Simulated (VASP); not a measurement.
Set up this calculation in VASP 6.6.1, as the native input.

- Task: single point
- Functional: LDA
- Potentials or basis: VASP PAW LDA potentials, release 64 (Se, W_sv)
- Cutoff: 520 eV
- k mesh: 9 × 9 × 1
- Occupations: gaussian, width 0.02 eV
- Spin: no spin polarisation
- Dipole correction: yes
- Further INCAR settings: ALGO = Normal; EDIFF = 1e-06; NBANDS = 35

The structure of WSe2 lies in POSCAR:

```
WSe2
1.0
    3.2822755081      0.0000000000      0.0000000000
   -1.6411377540      2.8425339722      0.0000000000
    0.0000000000      0.0000000000     45.5260804632
Se W
4 2
Direct
    0.3333333333      0.6666666667      0.3926514613
    0.3333333333      0.6666666667      0.4666611099
    0.6666666667      0.3333333333      0.5333388901
    0.6666666667      0.3333333333      0.6073485387
    0.6666666667      0.3333333333      0.4296639180
    0.3333333333      0.6666666667      0.5703360820
```

One way to write it, as run:

INCAR

```
SYSTEM = WSe2
PREC     = Accurate       ! precision mode
ENCUT    = 520            ! plane-wave cutoff, eV
EDIFF    = 1E-6           ! SCF threshold, eV
ISMEAR   = 0              ! smearing method
SIGMA    = 0.02           ! smearing width, eV
LREAL    = .False.        ! projectors in reciprocal space
LASPH    = .True.         ! aspherical terms in the spheres
NELM     = 60             ! most SCF steps
ALGO     = Normal         ! electronic algorithm
ISIF     = 2              ! what is computed and relaxed
LWAVE    = .False.        ! write WAVECAR
LCHARG   = .False.        ! write CHGCAR
LDIPOL   = .True.       
IDIPOL   = 3            
DIPOL    = 0.5 0.5 0.500
GGA      = CA             ! functional
NBANDS   = 35             ! bands
```

KPOINTS

```
regular mesh
0
Gamma
  9 9 1
  0 0 0
```

Potentials or basis: VASP PAW LDA potentials, release 64 (Se, W_sv).

Launch:

```bash
$ cat potpaw_LDA.64/Se/POTCAR potpaw_LDA.64/W_sv/POTCAR > POTCAR
$ mpirun -np 1 vasp_std > vasp.out
```

It gave:

| Quantity | Value |
| --- | --- |
| Largest force | 0.492 eV/Å |
| Band gap on the k mesh | 1.32 eV, indirect (least direct gap 1.61 eV) |

Caveat: spin-orbit coupling is left out, which moves the levels of the heavy elements.

It took 2.5 min on 1 thread of Intel(R) Xeon(R) 6975P-C (Granite Rapids) (shared host), peak memory 0.44 GiB.
